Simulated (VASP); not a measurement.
Wanted: the native input for a VASP 6.6.1 run.

| Property | Result |
| --- | --- |
| Task | single point |
| Functional | PBE0 |
| Potentials or basis | VASP PAW PBE potentials, release 64 (Hf_pv) |
| Cutoff | 520 eV |
| k mesh | 6 × 6 × 6 |
| Occupations | fermi-dirac, width 0.05 eV |
| Spin | no spin polarisation |
| Dipole correction | no |
| Grid for exact exchange (PRECFOCK) | Normal |
| Further INCAR settings | ALGO = Normal; EDIFF = 1e-06; NBANDS = 11 |

The system is Hf.

```
Hf
1.0
    -1.81695    1.81695    1.81695
     1.81695   -1.81695    1.81695
     1.81695    1.81695   -1.81695
Hf
1
Cartesian
  0.0000 0.0000 0.0000
```

One way to write it, as run:

POSCAR

```
Hf
1.0
   -1.8169539908      1.8169539908      1.8169539908
    1.8169539908     -1.8169539908      1.8169539908
    1.8169539908      1.8169539908     -1.8169539908
Hf
1
Direct
    0.0000000000      0.0000000000      0.0000000000
```

INCAR.step1

```
PREC = Accurate
ENCUT = 520
EDIFF = 1E-5
ISMEAR = -1
SIGMA = 0.05
LREAL = False
LASPH = True
NELM = 60
ALGO = Normal
ISIF = 2
LWAVE = True
LCHARG = False
NBANDS = 11
GGA = PE
```

INCAR.step2

```
PREC = Accurate
ENCUT = 520
EDIFF = 1E-6
ISMEAR = -1
SIGMA = 0.05
LREAL = False
LASPH = True
NELM = 60
ALGO = Normal
ISIF = 2
LWAVE = False
LCHARG = False
GGA = PE
LHFCALC = True
AEXX = 0.25
PRECFOCK = Normal
NBANDS = 11
ISTART = 1
```

KPOINTS

```
Automatic mesh
0
Gamma
  6 6 6
```

Potentials or basis: VASP PAW PBE potentials, release 64 (Hf_pv).

Run with:

```sh
$ cat potpaw_PBE.64/Hf_pv/POTCAR > POTCAR
$ cp INCAR.step1 INCAR
$ mpirun -np 1 vasp_std > vasp.out
$ cp INCAR.step2 INCAR
$ mpirun -np 1 vasp_std > vasp.out
```

It gave:

| Quantity | Value |
| --- | --- |
| Pressure | -6.1 GPa |
| Band gap on the k mesh | zero (band 5 reaches 6.50 eV, above the bottom of band 6 at 2.82 eV) |

Caveat: the k points lie up to 0.41 Å⁻¹ apart; the PAW data sets were made with another functional, which shifts forces and pressure a little; spin-orbit coupling is left out, which moves the levels of the heavy elements.

Wall time 4.9 min on 1 thread of Intel(R) Xeon(R) 6975P-C (Granite Rapids), with other jobs on the host, peak memory 0.15 GiB.
